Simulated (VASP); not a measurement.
# Ga2O3 (P-3m1) in VASP: further runs

Ga2O3 is run at these levels: r2SCAN, PBE; tasks: single point.

Everything below comes from runs of VASP 6.6.1. Logs are shortened: lines on timing, memory, paths and dates and some standing lists are left out, and cuts for length are marked.

### 1 The cell of the first run

It takes space group P-3m1 (No. 164, trigonal). Conventional cell: a = 2.930 Å, b = 2.930 Å, c = 6.706 Å, α = 90.00°, β = 90.00°, γ = 120.00°. Within 2.4 Å of Ga (site symmetry 3m) lie 6 O at 1.83 to 2.18 Å. O (site symmetry -3m) has 6 Ga at 2.18 Å and 6 O at 2.67 Å within 2.9 Å. Within 2.4 Å of O (site symmetry 3m) lie 3 Ga at 1.83 Å.

### 2 Single point, r2SCAN (volume changed by -6%)

Contents of POSCAR:

```
Ga2O3
1.0
    2.9298892649      0.0000000000      0.0000000000
   -1.4649446324      2.5373585337      0.0000000000
    0.0000000000      0.0000000000      6.7060372721
Ga O
2 3
Direct
    0.3333333333      0.6666666667      0.2039202181
    0.6666666667      0.3333333333      0.7960797819
    0.0000000000      0.0000000000      0.0000000000
    0.3333333333      0.6666666667      0.6915979171
    0.6666666667      0.3333333333      0.3084020829
```

Contents of INCAR.step1:

```
SYSTEM = Ga2O3
PREC = Accurate
ENCUT = 520
ISMEAR = 0
SIGMA = 0.01
LREAL = .FALSE.
LASPH = .TRUE.
NELM = 60
NBANDS = 30
GGA = PE
ALGO = Normal
EDIFF = 1E-4
LWAVE = .TRUE.
LCHARG = .FALSE.
```

Contents of INCAR.step2:

```
SYSTEM = Ga2O3
PREC = Accurate
ENCUT = 520
EDIFF = 1E-6
ISMEAR = 0
SIGMA = 0.01
LREAL = .FALSE.
LASPH = .TRUE.
NELM = 60
ALGO = Normal
ISIF = 2
LWAVE = .FALSE.
LCHARG = .FALSE.
METAGGA = R2SCAN
LMIXTAU = .TRUE.
NBANDS = 30
ISTART = 1
```

Contents of KPOINTS:

```
Automatic mesh
0
G
  9 9 4
  0 0 0
```

Potentials or basis: VASP PAW PBE potentials, release 64 (Ga_d, O).

Command:

```console
cat potpaw_PBE.64/Ga_d/POTCAR potpaw_PBE.64/O/POTCAR > POTCAR
cp INCAR.step1 INCAR
mpirun -np 1 vasp_std > vasp.out
cp INCAR.step2 INCAR
mpirun -np 1 vasp_std > vasp.out
```

OUTCAR:

```text
SYSTEM = Ga2O3
   PREC = Accurate
   ENCUT = 520
   EDIFF = 1E-6
   ISMEAR = 0
   LREAL = .FALSE.
   LASPH = .TRUE.
   NELM = 60
   ISIF = 2
   METAGGA = R2SCAN
   ISTART = 1

 ion  position               nearest neighbor table
   1  0.333  0.667  0.204-   5 1.83   5 1.83   5 1.83   3 2.18   3 2.18   3 2.18
   2  0.667  0.333  0.796-   4 1.83   4 1.83   4 1.83   3 2.18   3 2.18   3 2.18
   3  0.000  0.000  0.000-   1 2.18   2 2.18   1 2.18   2 2.18   2 2.18   1 2.18
   4  0.333  0.667  0.692-   2 1.83   2 1.83   2 1.83
   5  0.667  0.333  0.308-   1 1.83   1 1.83   1 1.83

  LATTYP: Found a hexagonal cell.
 ALAT       =     2.9298892649
 C/A-ratio  =     2.2888364255

  Lattice vectors:

 A1 = (   2.9298892649,   0.0000000000,   0.0000000000)
 A2 = (  -1.4649446324,   2.5373585337,   0.0000000000)
 A3 = (   0.0000000000,   0.0000000000,   6.7060372721)

Analysis of symmetry for initial positions (statically):
=====================================================================
 Subroutine PRICEL returns:
 Original cell was already a primitive cell.

 Routine SETGRP: Setting up the symmetry group for a
 hexagonal supercell.

 Subroutine GETGRP returns: Found 12 space group operations
 (whereof 12 operations were pure point group operations)
 out of a pool of 24 trial point group operations.

The static configuration has the point symmetry D_3d.

Analysis of symmetry for dynamics (positions and initial velocities):
=====================================================================
 Subroutine PRICEL returns:
 Original cell was already a primitive cell.

 Routine SETGRP: Setting up the symmetry group for a
 hexagonal supercell.

 Subroutine GETGRP returns: Found 12 space group operations
 (whereof 12 operations were pure point group operations)
 out of a pool of 24 trial point group operations.

The dynamic configuration has the point symmetry D_3d.

 Subroutine INISYM returns: Found 12 space group operations
 (whereof 12 operations are pure point group operations),
 and found     1 'primitive' translations

----------------------------------------------------------------------------------------

                                     Primitive cell

  volume of cell :      49.8539

  direct lattice vectors                    reciprocal lattice vectors
     2.929889265  0.000000000  0.000000000     0.341309828  0.197055321  0.000000000
[... 88 lines left out ...]
   LSORBIT =      F    spin-orbit coupling
   LASPH  =      T    aspherical Exc in radial PAW
   ENCUT  =  520.0 eV  38.22 Ry    6.18 a.u.   5.45  5.45 12.47*2*pi/ulx,y,z
   NELM   =     60;   NELMIN=  2; NELMDL=  0     # of ELM steps
   EDIFF  = 0.1E-05   stopping-criterion for ELM
   LREAL  =      F    real-space projection
   EDIFFG = 0.1E-04   stopping-criterion for IOM
   NSW    =      0    number of steps for IOM
   IBRION =     -1    ionic relax: 0-MD 1-quasi-New 2-CG
   NFREE  =      0    steps in history (QN), initial steepest desc. (CG)
   ISIF   =      2    stress and relaxation
   ISYM   =      2    0-nonsym 1-usesym 2-fastsym
   POTIM  = 0.5000    time-step for ionic-motion
   TEBEG  =    0.0;   TEEND  =   0.0 temperature during run
   PSTRESS=    0.0 pullay stress
   NELECT =      44.0000    total number of electrons
   NUPDOWN=      -1.0000    fix difference up-down
   EMIN   =  10.00;   EMAX   =-10.00  energy-range for DOS
   EFERMI =   0.00;   METHOD = LEGACY
   ISMEAR =     0;   SIGMA  =   0.01  broadening in eV -4-tet -1-fermi 0-gaus
   EFERMI_NEDOS =   21; number of points for ismear=-14 and -15
   IALGO  =     38    algorithm
   IMIX   =      4    mixing-type and parameters
     AMIX     =   0.40;   BMIX     =  1.00
     AMIX_MAG =   1.60;   BMIX_MAG =  1.00
  volume/ion in A,a.u.               =       9.97        67.29
  Fermi-wavevector in a.u.,A,eV,Ry     =   1.570336  2.967506 33.551377  2.465957
  Thomas-Fermi vector in A             =   2.672085
   LORBIT       =      0    0 simple, 1 ext, 2 COOP (PROOUT), +10 PAW based schemes
   METAGGA = R2SCAN    functional components
   LHFCALC =     F    Hartree Fock is set to
   AEXX    =    0.0000 exact exchange contribution
   IVDW    =     0    specifies the selected vdW correction
   LEPSILON=     F    determine dielectric tensor
   LRPA    =     F    only Hartree local field effects (RPA)
 non-spin polarized calculation
 Gauss-broadening in eV      SIGMA  =   0.01
  energy-cutoff  :      520.00
  volume of cell :       49.85
 maximum number of plane-waves:      1375
 NGX is ok and might be reduce to    24
   NGX = 11   NGY = 11   NGZ = 25

 number of electron      43.9999983 magnetization

 Free energy of the ion-electron system (eV)
  ---------------------------------------------------
  ext. energy  EPLUGINS =         0.00000000
  ---------------------------------------------------
  free energy    TOTEN  =       -50.13536508 eV

  energy without entropy =      -50.13536508  energy(sigma->0) =      -50.13536508

 E-fermi :   3.9805     XC(G=0): -12.7662

 val. band max:        3.8498983119   @ k =   0.0000   0.0000   0.0000
 cond. band min:       7.4900887630   @ k =   0.0000   0.0000   0.0000
 fundamental gap:      3.6401904510
 Fermi energy:         3.9805318604

 k-point     1 :       0.0000    0.0000    0.0000
  band No.  band energies     occupation
      1     -16.6505      2.00000
      2     -15.6590      2.00000
      3     -14.3561      2.00000
      4      -9.4801      2.00000
      5      -9.4800      2.00000
      6      -9.4161      2.00000
[... 781 lines left out ...]
     29      18.2245      0.00000
     30      18.6928      0.00000

 [... further k-points ...]
[... 5 lines left out ...]
  --------------------------------------------------------------------------------------
  -------------------------------------------------------------------------------------
  Total        6.1301152      6.1301152      3.4130542      0.0000000      0.0000000      0.0000000
  in kB      197.0063451    197.0063451    109.6869006      0.0000000      0.0000000      0.0000000
  external PRESSURE =     167.8998636 kB  Pullay stress =       0.0000000 kB

 VOLUME and BASIS-vectors are now :
 -----------------------------------------------------------------------------
  energy-cutoff  :      520.00
  volume of cell :       49.85
      direct lattice vectors                 reciprocal lattice vectors
     2.929889265  0.000000000  0.000000000     0.341309828  0.197055321  0.000000000
    -1.464944632  2.537358534  0.000000000     0.000000000  0.394110642  0.000000000
     0.000000000  0.000000000  6.706037272     0.000000000  0.000000000  0.149119362

 POSITION                                       TOTAL-FORCE (eV/Angst)
 -----------------------------------------------------------------------------------
     -0.00000      1.69157      1.36750         0.000000     -0.000000     -0.231265
      1.46494      0.84579      5.33854        -0.000000      0.000000      0.231265
      0.00000      0.00000      0.00000         0.000000      0.000000      0.000000
     -0.00000      1.69157      4.63788         0.000000      0.000000     -0.904307
      1.46494      0.84579      2.06816        -0.000000     -0.000000      0.904307
 -----------------------------------------------------------------------------------
    total drift:                                0.000000      0.000000     -0.000000

  FREE ENERGIE OF THE ION-ELECTRON SYSTEM (eV)
  ---------------------------------------------------
  free  energy   TOTEN  =       -50.1353650786 eV

  energy  without entropy=      -50.1353650786  energy(sigma->0) =      -50.13536508
```

OUTCAR.step1:

```text
SYSTEM = Ga2O3
   PREC = Accurate
   ENCUT = 520
   ISMEAR = 0
   LREAL = .FALSE.
   LASPH = .TRUE.
[... 1026 lines left out ...]
      0.00000      0.00000      0.00000        -0.000000      0.000000      0.000000
     -0.00000      1.69157      4.63788        -0.000000     -0.000000     -1.226494
      1.46494      0.84579      2.06816         0.000000      0.000000      1.226494
 -----------------------------------------------------------------------------------
    total drift:                                0.000000      0.000000     -0.000000

  FREE ENERGIE OF THE ION-ELECTRON SYSTEM (eV)
  ---------------------------------------------------
  free  energy   TOTEN  =       -28.6682592703 eV

  energy  without entropy=      -28.6682592703  energy(sigma->0) =      -28.66825927
```

It took 2.8 min on 1 thread of Intel Xeon Platinum 8488C (Sapphire Rapids), shared host; peak memory 0.2 GiB.

What came out:

| Item | Value |
| --- | --- |
| Free energy | -50.1354 eV |
| Pressure | 16.8 GPa |
| Largest force | 0.904 eV/Å |
| Band gap on the k mesh | 3.64 eV, direct |

Forces on the atoms (eV/Å):
```
Ga   0.000  0.000 -0.231
Ga   0.000  0.000  0.231
O    0.000  0.000  0.000
O    0.000  0.000 -0.904
O    0.000  0.000  0.904
```

Stress tensor (GPa, compression positive):
```
19.70  0.00  0.00
 0.00 19.70  0.00
 0.00  0.00 10.97
```

Caveat: the PAW data sets were made with another functional, which shifts forces and pressure a little. A k mesh can miss the band edges.

(Part 1 of 2 ends here.)
